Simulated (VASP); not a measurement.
# MgO (Cm) in VASP: notebook

Runs on MgO. Level: r2SCAN. Tasks: single point.

All numbers are computed with VASP 6.6.1; they aren't measurements. Logs are shortened: lines on timing, memory, paths and dates and some standing lists are left out, and cuts for length are marked.

### 1 The cell of the first run

Symmetry: Cm, No. 8, monoclinic system. Conventional cell: a = 6.035 Å, b = 3.484 Å, c = 4.186 Å, α = 90.00°, β = 90.00°, γ = 90.00°. Mg (site symmetry m) has 5 O at 1.89 to 2.32 Å within 2.5 Å. Within 2.4 Å of Mg (site symmetry m) lie 5 O at 1.82 to 2.13 Å. O (site symmetry m) has 5 Mg at 1.82 to 2.32 Å within 2.4 Å. Within 2.7 Å of O (site symmetry m) lie 5 Mg at 2.01 to 2.09 Å and 1 O at 2.60 Å.

### 2 Single point, r2SCAN (atom 3 (O) moved +0.300 Å towards its neighbour atom 4 (O) at 2.903 Å)

POSCAR

```
MgO
1.0
    3.4841042127      0.0000000000      0.0000000000
   -1.7420521064      3.0173227576      0.0000000000
    0.0000000000      0.0000000000      4.1856875957
Mg O
2 2
Direct
    0.6666666667      0.3333333333      0.7500000000
    0.3333333333      0.6666666667      0.2500000000
    0.6322173223      0.2644346447      0.1983259835
    0.3333333333      0.6666666667      0.7500000000
```

INCAR.step1

```
ALGO     = Normal         # electronic algorithm
EDIFF    = 1E-4           # SCF threshold, eV
ENCUT    = 520            # plane-wave cutoff, eV
GGA      = PE             # functional
ISMEAR   = 0              # smearing method
LASPH    = True           # aspherical terms in the spheres
LCHARG   = False          # write CHGCAR
LREAL    = False          # projectors in reciprocal space
LWAVE    = True           # write WAVECAR
NBANDS   = 16             # bands
NELM     = 60             # most SCF steps
PREC     = Accurate       # precision mode
SIGMA    = 0.05           # smearing width, eV
```

INCAR.step2

```
ALGO     = Normal         # electronic algorithm
EDIFF    = 1E-6           # SCF threshold, eV
ENCUT    = 520            # plane-wave cutoff, eV
ISIF     = 2              # what is computed and relaxed
ISMEAR   = 0              # smearing method
ISTART   = 1            
LASPH    = True           # aspherical terms in the spheres
LCHARG   = False          # write CHGCAR
LMIXTAU  = True         
LREAL    = False          # projectors in reciprocal space
LWAVE    = False          # write WAVECAR
METAGGA  = R2SCAN         # meta-GGA
NBANDS   = 16             # bands
NELM     = 60             # most SCF steps
PREC     = Accurate       # precision mode
SIGMA    = 0.05           # smearing width, eV
```

KPOINTS

```
k-points
0
Gamma
  6 6 6
```

Potentials or basis: VASP PAW PBE potentials, release 64 (Mg, O).

Started as:

```
cat potpaw_PBE.64/Mg/POTCAR potpaw_PBE.64/O/POTCAR > POTCAR
cp INCAR.step1 INCAR
mpirun -np 1 vasp_std > vasp.out
cp INCAR.step2 INCAR
mpirun -np 1 vasp_std > vasp.out
```

OUTCAR:

```text
EDIFF = 1E-6
   ENCUT = 520
   ISIF = 2
   ISMEAR = 0
   ISTART = 1
   LASPH = True
   LREAL = False
   METAGGA = R2SCAN
   NELM = 60
   PREC = Accurate

 ion  position               nearest neighbor table
   1  0.667  0.333  0.750-   3 1.89   4 2.01   4 2.01   4 2.01   3 2.32   2 2.90   2 2.90   2 2.90
                             2 2.90   2 2.90   2 2.90
   2  0.333  0.667  0.250-   3 1.82   4 2.09   4 2.09   3 2.13   3 2.13   1 2.90   1 2.90   1 2.90
                             1 2.90   1 2.90   1 2.90
   3  0.632  0.264  0.198-   2 1.82   1 1.89   2 2.13   2 2.13   1 2.32
   4  0.333  0.667  0.750-   1 2.01   1 2.01   1 2.01   2 2.09   2 2.09

  LATTYP: Found a hexagonal cell.
 ALAT       =     3.4841042127
 C/A-ratio  =     1.2013669340

  Lattice vectors:

 A1 = (   3.4841042127,   0.0000000000,   0.0000000000)
 A2 = (  -1.7420521064,   3.0173227576,   0.0000000000)
 A3 = (   0.0000000000,   0.0000000000,   4.1856875957)

Analysis of symmetry for initial positions (statically):
=====================================================================
 Subroutine PRICEL returns:
 Original cell was already a primitive cell.

 Routine SETGRP: Setting up the symmetry group for a
 hexagonal supercell.

 Subroutine GETGRP returns: Found  2 space group operations
 (whereof  2 operations were pure point group operations)
 out of a pool of 24 trial point group operations.

The static configuration has the point symmetry C_1h.

Analysis of symmetry for dynamics (positions and initial velocities):
=====================================================================
 Subroutine PRICEL returns:
 Original cell was already a primitive cell.

 Routine SETGRP: Setting up the symmetry group for a
 hexagonal supercell.

 Subroutine GETGRP returns: Found  2 space group operations
 (whereof  2 operations were pure point group operations)
 out of a pool of 24 trial point group operations.

The dynamic configuration has the point symmetry C_1h.

 Subroutine INISYM returns: Found  2 space group operations
 (whereof  2 operations are pure point group operations),
 and found     1 'primitive' translations

----------------------------------------------------------------------------------------

                                     Primitive cell

  volume of cell :      44.0027

  direct lattice vectors                    reciprocal lattice vectors
     3.484104213  0.000000000  0.000000000     0.287017821  0.165709816  0.000000000
    -1.742052106  3.017322758  0.000000000     0.000000000  0.331419633  0.000000000
     0.000000000  0.000000000  4.185687596     0.000000000  0.000000000  0.238909373

  length of vectors
     3.484104213  3.484104213  4.185687596     0.331419633  0.331419633  0.238909373

  position of ions in fractional coordinates (direct lattice)
     0.666666667  0.333333333  0.750000000
     0.333333333  0.666666667  0.250000000
     0.632217322  0.264434645  0.198325983
     0.333333333  0.666666667  0.750000000

  ion indices of the primitive-cell ions
   primitive index   ion index
                 1           1
                 2           2
                 3           3
                 4           4

----------------------------------------------------------------------------------------

 KPOINTS: k-points

Automatic generation of k-mesh.
 Grid dimensions read from file:
 generate k-points for:    6    6    6

 Generating k-lattice:

  Cartesian coordinates                     Fractional coordinates (reciprocal lattice)
     0.047836304  0.027618303  0.000000000     0.166666667  0.000000000  0.000000000
     0.000000000  0.055236605  0.000000000     0.000000000  0.166666667  0.000000000
     0.000000000  0.000000000  0.039818229     0.000000000  0.000000000  0.166666667

  Length of vectors
     0.055236605  0.055236605  0.039818229

  Shift w.r.t. Gamma in fractional coordinates (k-lattice)
     0.000000000  0.000000000  0.000000000

 Subroutine IBZKPT returns following result:
 ===========================================

 Found     68 irreducible k-points:

 Following reciprocal coordinates:
            Coordinates               Weight
  0.000000  0.000000  0.000000      1.000000
  0.166667  0.000000  0.000000      4.000000
  0.000000  0.166667  0.000000      2.000000
  0.333333  0.000000  0.000000      4.000000
  0.000000  0.333333  0.000000      2.000000
  0.500000  0.000000  0.000000      2.000000
[... 16 lines left out ...]
  0.500000  0.000000  0.166667      4.000000
  0.000000  0.500000  0.166667      2.000000
 [... further k-points ...]
   k-points           NKPTS =     68   k-points in BZ     NKDIM =     68   number of bands    NBANDS=     16
   number of dos      NEDOS =    301   number of ions     NIONS =      4
   total plane-waves  NPLWV =  25088
   dimension x,y,z NGX =    28 NGY =   28 NGZ =   32
   dimension x,y,z NGXF=    56 NGYF=   56 NGZF=   64
   ions per type =               2   2
[... 39 lines left out ...]
   AEXX    =    0.0000 exact exchange contribution
   IVDW    =     0    specifies the selected vdW correction
   LEPSILON=     F    determine dielectric tensor
   LRPA    =     F    only Hartree local field effects (RPA)
 non-spin polarized calculation
 Gauss-broadening in eV      SIGMA  =   0.05
  energy-cutoff  :      520.00
  volume of cell :       44.00
 maximum number of plane-waves:      1204
 NGX is ok and might be reduce to    28
   NGX = 13   NGY = 13   NGZ = 15

 number of electron      15.9999998 magnetization

 Free energy of the ion-electron system (eV)
  ---------------------------------------------------
  ext. energy  EPLUGINS =         0.00000000
  ---------------------------------------------------
  free energy    TOTEN  =       -31.49389225 eV

  energy without entropy =      -31.49389225  energy(sigma->0) =      -31.49389225

 E-fermi :   1.7865     XC(G=0): -10.5493

 val. band max:        1.5842729006   @ k =   0.0000   0.0000   0.0000
 cond. band min:       5.5617281678   @ k =   0.0000   0.0000   0.0000
 fundamental gap:      3.9774552672
 Fermi energy:         1.7864928203

 k-point     1 :       0.0000    0.0000    0.0000
  band No.  band energies     occupation
      1     -16.3198      2.00000
      2     -14.8812      2.00000
      3      -2.0559      2.00000
      4      -0.3635      2.00000
      5       0.0521      2.00000
      6       0.6754      2.00000
[... 8 lines left out ...]
     15      18.2119      0.00000
     16      18.6137      0.00000

 k-point     2 :       0.1667    0.0000    0.0000
  band No.  band energies     occupation
      1     -16.1944      2.00000
      2     -14.9030      2.00000
      3      -1.8524      2.00000
      4      -0.7000      2.00000
      5      -0.3277      2.00000
      6       0.2999      2.00000
[... 8 lines left out ...]
     15      17.2406      0.00000
     16      18.2454      0.00000

 k-point     3 :       0.0000    0.1667    0.0000
  band No.  band energies     occupation
      1     -16.1787      2.00000
      2     -14.9209      2.00000
      3      -1.8293      2.00000
      4      -0.6677      2.00000
      5      -0.2175      2.00000
      6       0.2919      2.00000
[... 8 lines left out ...]
     15      17.2310      0.00000
     16      18.2994      0.00000

 k-point     4 :       0.3333    0.0000    0.0000
  band No.  band energies     occupation
      1     -15.8976      2.00000
      2     -14.9872      2.00000
      3      -1.6630      2.00000
      4      -1.3336      2.00000
      5      -0.6780      2.00000
      6      -0.0760      2.00000
[... 8 lines left out ...]
     15      17.1339      0.00000
     16      18.6008      0.00000
[... 324 lines left out ...]
 k-point    22 :       0.0000   -0.3333    0.1667
  band No.  band energies     occupation
      1     -15.7678      2.00000
      2     -15.1000      2.00000
      3      -1.8660      2.00000
      4      -1.0551      2.00000
      5      -0.4820      2.00000
      6      -0.4402      2.00000
[... 8 lines left out ...]
     15      17.8709      0.00000
     16      18.0045      0.00000

 k-point    23 :       0.5000    0.0000    0.1667
  band No.  band energies     occupation
      1     -15.6522      2.00000
      2     -15.0983      2.00000
      3      -2.2591      2.00000
      4      -0.9467      2.00000
      5      -0.6986      2.00000
      6      -0.4866      2.00000
[... 8 lines left out ...]
     15      17.7961      0.00000
     16      18.5184      0.00000

 k-point    24 :       0.0000    0.5000    0.1667
  band No.  band energies     occupation
      1     -15.4330      2.00000
      2     -15.3223      2.00000
      3      -2.0112      2.00000
      4      -1.3554      2.00000
      5      -0.6081      2.00000
      6      -0.0330      2.00000
[... 8 lines left out ...]
     15      17.1434      0.00000
     16      18.0859      0.00000

 [... further k-points ...]

------------------------ aborting loop because EDIFF is reached ----------------------------------------

  FORCE on cell =-STRESS in cart. coord.  units (eV):
  Direction    XX          YY          ZZ          XY          YZ          ZX
  --------------------------------------------------------------------------------------
  -------------------------------------------------------------------------------------
  Total       -1.4948567      3.1738874      1.7668230     -0.0000000     -0.4262668      0.0000000
  in kB      -54.4290106    115.5639501     64.3315331     -0.0000000    -15.5207382      0.0000000
  external PRESSURE =      41.8221575 kB  Pullay stress =       0.0000000 kB

 VOLUME and BASIS-vectors are now :
 -----------------------------------------------------------------------------
  energy-cutoff  :      520.00
  volume of cell :       44.00
      direct lattice vectors                 reciprocal lattice vectors
     3.484104213  0.000000000  0.000000000     0.287017821  0.165709816  0.000000000
    -1.742052106  3.017322758  0.000000000     0.000000000  0.331419633  0.000000000
     0.000000000  0.000000000  4.185687596     0.000000000  0.000000000  0.238909373

 POSITION                                       TOTAL-FORCE (eV/Angst)
 -----------------------------------------------------------------------------------
      1.74205      1.00577      3.13927         0.000000     -0.251659     -0.886224
     -0.00000      2.01155      1.04642         0.000000     -2.324346     -0.375985
      1.74205      0.79788      0.83013        -0.000000      3.085703      2.692581
     -0.00000      2.01155      3.13927         0.000000     -0.509698     -1.430372
 -----------------------------------------------------------------------------------
    total drift:                                0.000000     -0.003287      0.008158

  FREE ENERGIE OF THE ION-ELECTRON SYSTEM (eV)
  ---------------------------------------------------
  free  energy   TOTEN  =       -31.4938922504 eV

  energy  without entropy=      -31.4938922504  energy(sigma->0) =      -31.49389225
```

Run time: 4 min. Hardware: 1 thread of Intel Xeon 8259CL, shared host; peak memory 0.19 GiB.

What came out:

```
Free energy            : -31.4939 eV
Pressure               : 4.2 GPa
Largest force          : 4.095 eV/Å
Band gap on the k mesh : 3.98 eV, direct
```

Forces in eV/Å, atoms in the order of the input:
```
Mg   0.000 -0.252 -0.886
Mg   0.000 -2.324 -0.376
O    0.000  3.086  2.693
O    0.000 -0.510 -1.430
```

Caveat: the cell differs from its parent crystal (atom 3 (O) moved +0.300 Å towards its neighbour atom 4 (O) at 2.903 Å); the PAW data sets were made with another functional, which shifts forces and pressure a little.

### 3 Single point, r2SCAN (atom 3 (O) moved -0.200 Å towards its neighbour atom 4 (O) at 2.903 Å)

Changes to POSCAR since step 2:

```diff
@@ -10,3 +10,3 @@
     0.3333333333      0.6666666667      0.2500000000
-    0.6322173223      0.2644346447      0.1983259835
+    0.6896328962      0.3792657924      0.2844493443
     0.3333333333      0.6666666667      0.7500000000
```

INCAR.step1

```
SYSTEM = MgO
ALGO = Normal ; EDIFF = 1E-4
ENCUT = 520 ; GGA = PE
ISMEAR = 0 ; LASPH = .True.
LCHARG = .False. ; LREAL = .False.
LWAVE = .True. ; NBANDS = 16
NELM = 80 ; PREC = Accurate
SIGMA = 0.05
```

INCAR.step2

```
SYSTEM = MgO
ALGO = Normal ; EDIFF = 1E-6
ENCUT = 520 ; ISIF = 2
ISMEAR = 0 ; ISTART = 1
LASPH = .True. ; LCHARG = .True.
LELF = .True. ; LMIXTAU = .True.
LREAL = .False. ; LVHAR = .True.
LWAVE = .False. ; METAGGA = R2SCAN
NBANDS = 16 ; NELM = 80
PREC = Accurate ; SIGMA = 0.05
```

KPOINTS

```
k-points
0
Gamma
  6 6 6
  0 0 0
```

Potentials or basis: VASP PAW PBE potentials, release 64 (Mg, O).

Started as:

```
cat potpaw_PBE.64/Mg/POTCAR potpaw_PBE.64/O/POTCAR > POTCAR
cp INCAR.step1 INCAR
mpirun -np 1 vasp_std > vasp.out
cp INCAR.step2 INCAR
mpirun -np 1 vasp_std > vasp.out
```

It took 3.8 min on 1 thread of Intel Xeon 8259CL, shared host; peak memory 0.19 GiB.

Results (log left out):

* Free energy: -31.8547 eV
* Pressure: 1.1 GPa
* Largest force: 2.127 eV/Å
* Band gap on the k mesh: 4.04 eV, direct

Forces on the atoms (eV/Å):
```
Mg   0.000  0.219  0.487
Mg   0.000  0.747  0.324
O    0.000 -1.212 -1.748
O    0.000  0.246  0.937
```

Stress tensor (GPa, compression positive):
```
 4.76  0.00  0.00
 0.00 -3.77 -0.38
 0.00 -0.38  2.26
```

Levels at points of the mesh, in eV from the valence-band top:
| k point | band 5 | band 6 | band 7 | band 8 | band 9 | band 10 | band 11 | band 12 |
| --- | --- | --- | --- | --- | --- | --- | --- | --- |
| (0.00, 0.00, 0.00) | -1.60 | -0.89 | -0.71 | 0.00 | 4.04 | 10.38 | 12.95 | 13.09 |
| (0.50, 0.00, 0.00) | -2.31 | -1.95 | -1.40 | -0.51 | 7.51 | 9.77 | 10.77 | 13.48 |
| (0.00, 0.50, 0.00) | -2.44 | -1.76 | -1.00 | -0.51 | 7.90 | 9.91 | 10.15 | 12.99 |
| (0.00, 0.00, 0.50) | -1.49 | -1.35 | -1.18 | -1.13 | 6.92 | 7.25 | 13.77 | 13.86 |
| (0.50, 0.00, 0.50) | -1.70 | -1.34 | -0.76 | -0.64 | 7.66 | 8.19 | 12.00 | 13.24 |
| (0.00, 0.50, 0.50) | -1.80 | -1.38 | -1.00 | -0.94 | 7.80 | 8.51 | 12.63 | 13.75 |

Caveat: the cell differs from its parent crystal (atom 3 (O) moved -0.200 Å towards its neighbour atom 4 (O) at 2.903 Å); the PAW data sets were made with another functional, which shifts forces and pressure a little.

### 4 Single point, r2SCAN (atom 3 (O) moved +0.250 Å towards its neighbour atom 4 (O) at 2.903 Å)

Changes to POSCAR since step 3:

```diff
@@ -10,3 +10,3 @@
     0.3333333333      0.6666666667      0.2500000000
-    0.6896328962      0.3792657924      0.2844493443
+    0.6379588797      0.2759177595      0.2069383196
     0.3333333333      0.6666666667      0.7500000000
```

INCAR.step1

```
SYSTEM = MgO
PREC = Accurate
ENCUT = 520
ISMEAR = 0
SIGMA = 0.05
LREAL = .False.
LASPH = .True.
NELM = 60
NBANDS = 16
GGA = PE
ALGO = Normal
EDIFF = 1E-4
LWAVE = .True.
LCHARG = .False.
```

INCAR.step2

```
SYSTEM = MgO
PREC = Accurate
ENCUT = 520
EDIFF = 1E-6
ISMEAR = 0
SIGMA = 0.05
LREAL = .False.
LASPH = .True.
NELM = 60
ALGO = Normal
ISIF = 2
LWAVE = .False.
LCHARG = .False.
METAGGA = R2SCAN
LMIXTAU = .True.
NBANDS = 16
ISTART = 1
```

KPOINTS

```
Automatic mesh
0
Gamma
  6 6 6
  0 0 0
```

Started as:

```
cat potpaw_PBE.64/Mg/POTCAR potpaw_PBE.64/O/POTCAR > POTCAR
cp INCAR.step1 INCAR
mpirun -np 1 vasp_std > vasp.out
cp INCAR.step2 INCAR
mpirun -np 1 vasp_std > vasp.out
```

Wall time 2.7 min (1 thread of Intel Xeon 8259CL, shared host); peak memory 0.19 GiB.

Results (log left out):

* Free energy: -31.6781 eV
* Pressure: 2.6 GPa
* Largest force: 3.305 eV/Å
* Band gap on the k mesh: 4.01 eV, direct

Forces in eV/Å, atoms in the order of the input:
```
Mg   0.000 -0.243 -0.666
Mg   0.000 -1.815 -0.355
O    0.000  2.463  2.204
O    0.000 -0.405 -1.182
```

Stress tensor (GPa, compression positive):
```
-4.96  0.00  0.00
 0.00  8.65 -0.98
 0.00 -0.98  4.13
```

Levels at points of the mesh, in eV from the valence-band top:
```tsv
k point	band 5	band 6	band 7	band 8	band 9	band 10	band 11	band 12
(0.00, 0.00, 0.00)	-1.57	-0.90	-0.69	0.00	4.01	10.38	12.81	13.06
(0.50, 0.00, 0.00)	-2.38	-1.79	-1.08	-0.52	7.79	9.75	10.23	13.18
(0.00, 0.50, 0.00)	-2.29	-1.89	-1.61	-0.45	7.26	9.69	11.08	13.56
(0.00, 0.00, 0.50)	-1.53	-1.36	-1.12	-1.11	6.85	7.26	13.69	13.84
(0.50, 0.00, 0.50)	-1.80	-1.38	-0.87	-0.82	7.66	8.46	12.22	13.36
(0.00, 0.50, 0.50)	-1.71	-1.23	-0.72	-0.47	7.53	8.12	11.49	13.18
```

Caveat: the cell differs from its parent crystal (atom 3 (O) moved +0.250 Å towards its neighbour atom 4 (O) at 2.903 Å); the PAW data sets were made with another functional, which shifts forces and pressure a little.

### 5 Single point, r2SCAN (atom 3 (O) moved +0.150 Å towards its neighbour atom 4 (O) at 2.903 Å)

Changes to POSCAR since step 4:

```diff
@@ -10,3 +10,3 @@
     0.3333333333      0.6666666667      0.2500000000
-    0.6379588797      0.2759177595      0.2069383196
+    0.6494419945      0.2988839890      0.2241629918
     0.3333333333      0.6666666667      0.7500000000
```

Changes to INCAR.step1 since step 4:

```diff
@@ -7,3 +7,3 @@
 LASPH = .True.
-NELM = 60
+NELM = 100
 NBANDS = 16
```

Changes to INCAR.step2 since step 4:

```diff
@@ -3,3 +3,3 @@
 ENCUT = 520
-EDIFF = 1E-6
+EDIFF = 1E-7
 ISMEAR = 0
@@ -8,3 +8,3 @@
 LASPH = .True.
-NELM = 60
+NELM = 100
 ALGO = Normal
```

KPOINTS is that of step 4.

Started as:

```
cat potpaw_PBE.64/Mg/POTCAR potpaw_PBE.64/O/POTCAR > POTCAR
cp INCAR.step1 INCAR
mpirun -np 1 vasp_std > vasp.out
cp INCAR.step2 INCAR
mpirun -np 1 vasp_std > vasp.out
```

It took 3.3 min on 1 thread of Intel Xeon 8259CL, shared host; peak memory 0.19 GiB.

Results (log left out):

```
Free energy            : -31.9344 eV
Pressure               : 0.4 GPa
Largest force          : 1.862 eV/Å
Band gap on the k mesh : 4.06 eV, direct
```

Forces in eV/Å, atoms in the order of the input:
```
Mg   0.000 -0.173 -0.337
Mg   0.000 -0.950 -0.248
O    0.000  1.348  1.285
O    0.000 -0.224 -0.701
```

Stress tensor (GPa, compression positive):
```
-3.63  0.00  0.00
 0.00  3.97 -0.29
 0.00 -0.29  0.86
```

Levels at points of the mesh, in eV from the valence-band top:
```tsv
k point	band 5	band 6	band 7	band 8	band 9	band 10	band 11	band 12
(0.00, 0.00, 0.00)	-1.65	-0.88	-0.76	0.00	4.06	10.38	13.03	13.20
(0.50, 0.00, 0.00)	-2.39	-1.87	-1.18	-0.54	7.76	9.93	10.39	13.18
(0.00, 0.50, 0.00)	-2.29	-2.01	-1.50	-0.50	7.43	9.86	10.94	13.54
(0.00, 0.00, 0.50)	-1.45	-1.36	-1.22	-1.19	6.99	7.23	13.76	13.84
(0.50, 0.00, 0.50)	-1.71	-1.44	-0.89	-0.83	7.83	8.30	12.57	13.46
(0.00, 0.50, 0.50)	-1.65	-1.36	-0.76	-0.64	7.72	8.11	12.10	13.16
```

Caveat: the cell differs from its parent crystal (atom 3 (O) moved +0.150 Å towards its neighbour atom 4 (O) at 2.903 Å); the PAW data sets were made with another functional, which shifts forces and pressure a little.
